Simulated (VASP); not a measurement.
# Pb (P6_3/mmc) in VASP: further runs, part 2 of 2

VASP 6.6.1.

## 3. Single point, PBEsol (volume scaled by 1.04)

Input file INCAR:

```
PREC = Accurate
ENCUT = 520
EDIFF = 1E-6
ISMEAR = -1
SIGMA = 0.08
LREAL = F
LASPH = T
NELM = 80
ALGO = Normal
ISIF = 2
LWAVE = F
LCHARG = T
GGA = PS
LELF = T
LVHAR = T
NBANDS = 21
```

Input file KPOINTS:

```
Automatic mesh
0
Gamma
  14 14 8
```

Input file POSCAR:

```
Pb
1.0
    3.5257954250      0.0000000000      0.0000000000
   -1.7628977125      3.0534284065      0.0000000000
    0.0000000000      0.0000000000      5.6635610674
Pb
2
Direct
    0.3333333333      0.6666666667      0.2500000000
    0.6666666667      0.3333333333      0.7500000000
```

Potentials or basis: VASP PAW PBE potentials, release 64 (Pb_d).

Launch:

```bash
> cat potpaw_PBE.64/Pb_d/POTCAR > POTCAR
> mpirun -np 1 vasp_std > vasp.out
```

OUTCAR:

```text
PREC = Accurate
   ENCUT = 520
   EDIFF = 1E-6
   ISMEAR = -1
   LREAL = F
   LASPH = T
   NELM = 80
   ISIF = 2
   GGA = PS

 ion  position               nearest neighbor table
   1  0.333  0.667  0.250-   2 3.49   2 3.49   2 3.49   2 3.49   2 3.49   2 3.49
   2  0.667  0.333  0.750-   1 3.49   1 3.49   1 3.49   1 3.49   1 3.49   1 3.49

  LATTYP: Found a hexagonal cell.
 ALAT       =     3.5257954250
 C/A-ratio  =     1.6063215203

  Lattice vectors:

 A1 = (   3.5257954250,   0.0000000000,   0.0000000000)
 A2 = (  -1.7628977125,   3.0534284065,   0.0000000000)
 A3 = (   0.0000000000,   0.0000000000,   5.6635610674)

Analysis of symmetry for initial positions (statically):
=====================================================================
 Subroutine PRICEL returns:
 Original cell was already a primitive cell.

 Routine SETGRP: Setting up the symmetry group for a
 hexagonal supercell.

 Subroutine GETGRP returns: Found 24 space group operations
 (whereof 12 operations were pure point group operations)
 out of a pool of 24 trial point group operations.

The static configuration has the point symmetry D_3d.
[... 153 lines left out ...]
 number of electron      28.0000000 magnetization

 Free energy of the ion-electron system (eV)
  ---------------------------------------------------
  ext. energy  EPLUGINS =         0.00000000
  ---------------------------------------------------
  free energy    TOTEN  =        -7.97735965 eV

  energy without entropy =       -7.95175832  energy(sigma->0) =       -7.96455898

 E-fermi :   6.9939     XC(G=0): -10.3168

 val. band max:        6.9919026132   @ k =   0.2143   0.0714   0.1250
 cond. band min:       7.0183518269   @ k =   0.2857   0.0000   0.2500
 fundamental gap:      0.0264492137
 Fermi energy:         6.9938694087

 k-point     1 :       0.0000    0.0000    0.0000
  band No.  band energies     occupation
      1      -9.9757      2.00000
      2      -9.9372      2.00000
      3      -9.9257      2.00000
      4      -9.9257      2.00000
      5      -9.9037      2.00000
      6      -9.9037      2.00000
[... 565 lines left out ...]
     20      19.1621      0.00000
     21      21.1568      0.00000

 [... further k-points ...]
[... 5 lines left out ...]
  --------------------------------------------------------------------------------------
  -------------------------------------------------------------------------------------
  Total       -0.5401797     -0.5401797      0.0280570     -0.0000000      0.0000000      0.0000000
  in kB      -14.1943128    -14.1943128      0.7372535     -0.0000000      0.0000000      0.0000000
  external PRESSURE =      -9.2171240 kB  Pullay stress =       0.0000000 kB

 VOLUME and BASIS-vectors are now :
 -----------------------------------------------------------------------------
  energy-cutoff  :      520.00
  volume of cell :       60.97
      direct lattice vectors                 reciprocal lattice vectors
     3.525795425  0.000000000  0.000000000     0.283623943  0.163750360  0.000000000
    -1.762897713  3.053428407  0.000000000     0.000000000  0.327500719  0.000000000
     0.000000000  0.000000000  5.663561067     0.000000000  0.000000000  0.176567355

 POSITION                                       TOTAL-FORCE (eV/Angst)
 -----------------------------------------------------------------------------------
     -0.00000      2.03562      1.41589         0.000000     -0.000000      0.000000
      1.76290      1.01781      4.24767        -0.000000      0.000000      0.000000
 -----------------------------------------------------------------------------------
    total drift:                               -0.000000      0.000000      0.000000

  FREE ENERGIE OF THE ION-ELECTRON SYSTEM (eV)
  ---------------------------------------------------
  free  energy   TOTEN  =        -7.9773596483 eV

  energy  without entropy=       -7.9517583195  energy(sigma->0) =       -7.96455898
```

stdout:

```text
POSCAR found type information on POSCAR Pb
 POSCAR found :  1 types and       2 ions
 scaLAPACK will be used
 -----------------------------------------------------------------------------
|                                                                             |
|                                                                             |
|     You enforced a specific xc type in the INCAR file but a different       |
|     I HOPE YOU KNOW WHAT YOU ARE DOING!                                     |
|                                                                             |
 -----------------------------------------------------------------------------

 LDA part: xc-table for (Slater+PW92), standard interpolation
 POSCAR, INCAR and KPOINTS ok, starting setup
 FFT: planning ... GRIDC
 FFT: planning ... GRID_SOFT
 FFT: planning ... GRID
 WAVECAR not read
 entering main loop
```

Wall time 2.4 min (1 thread of Intel Xeon Platinum 8259CL at 2.50GHz (Skylake/Cascade Lake), shared host); peak memory 0.25 GiB.

Results:

```yaml
Free_energy: -7.9774 eV
Pressure: -0.9 GPa
Band_gap_on_the_k_mesh: zero (band 14 reaches 12.44 eV, above the bottom of band 15 at 5.32 eV)
```

Stress tensor (GPa, compression positive):
```
-1.42  0.00  0.00
 0.00 -1.42  0.00
 0.00  0.00  0.07
```

Caveat: the PAW data sets were made with another functional, which shifts forces and pressure a little; spin-orbit coupling is left out, which moves the levels of the heavy elements.
